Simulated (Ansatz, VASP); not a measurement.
**Two plane-wave programs on NaLa3**

File INCAR:

```
PREC = Accurate
ENCUT = 520
EDIFF = 1E-6
ISMEAR = -1
SIGMA = 0.05
LREAL = False
LASPH = True
NELM = 100
ALGO = Normal
ISIF = 2
LWAVE = False
LCHARG = False
GGA = PE
NBANDS = 28
```

Contents of KPOINTS:

```
regular mesh
0
Gamma
  5 5 5
```

File POSCAR:

```
NaLa3
1.0
    5.2210088431      0.0000000000      0.0000000000
    0.0000000000      5.2210088431      0.0000000000
    0.0000000000      0.0000000000      5.2210088431
La Na
3 1
Direct
    0.5000000000      0.5000000000      0.0000000000
    0.0000000000      0.5000000000      0.5000000000
    0.5000000000      0.0000000000      0.5000000000
    0.0000000000      0.0000000000      0.0000000000
```

Contents of input.yaml:

```yaml
crystal:
  lattice:
    - [5.2210088431, 0.0, 0.0]
    - [0.0, 5.2210088431, 0.0]
    - [0.0, 0.0, 5.2210088431]
  atoms:
    - { symbol: La, position: [0.5, 0.5, 0.0] }
    - { symbol: La, position: [0.0, 0.5, 0.5] }
    - { symbol: La, position: [0.5, 0.0, 0.5] }
    - { symbol: Na, position: [0.0, 0.0, 0.0] }
hamiltonian:
  xc: pbe
  pseudopotentials: { kind: paw }
kpoints:
  mp_grid: { grid: [5, 5, 5] }
scf:
  occupations: { method: fermi_dirac, width: 0.05 }
output:
  forces: true
  stress: true
  eigenvalues: true
```

Alike in both runs: task single point; functional PBE; k mesh 5 × 5 × 5; occupations fermi-dirac, width 0.05 eV; no spin polarisation.

|  | VASP | Ansatz |
| --- | --- | --- |
| version | VASP 6.6.1 | Ansatz 0.2.0 |
| potentials or method | VASP PAW PBE potentials, release 64 (La, Na_pv) | Ansatz PAW |
| plane-wave cutoff (eV) | 520 | 420 |
| valence electrons in the cell | 40 | 42 |

VASP gave:

- gap on the k mesh at the Fermi level (eV): none
- pressure (GPa): 0.8

Problem. Which values does Ansatz return?

Solution. gap on the k mesh at the Fermi level (eV): none; pressure (GPa): 0.7.

A gap of «none» marks a metal or a gap that the smearing closes. With one functional, cell and mesh, what is left measures potentials, basis and numerics. VASP's potentials hold 40 valence electrons a cell and Ansatz's 42, so a difference there can come from the potentials and not from the codes.

Neither program's run includes spin-orbit coupling.
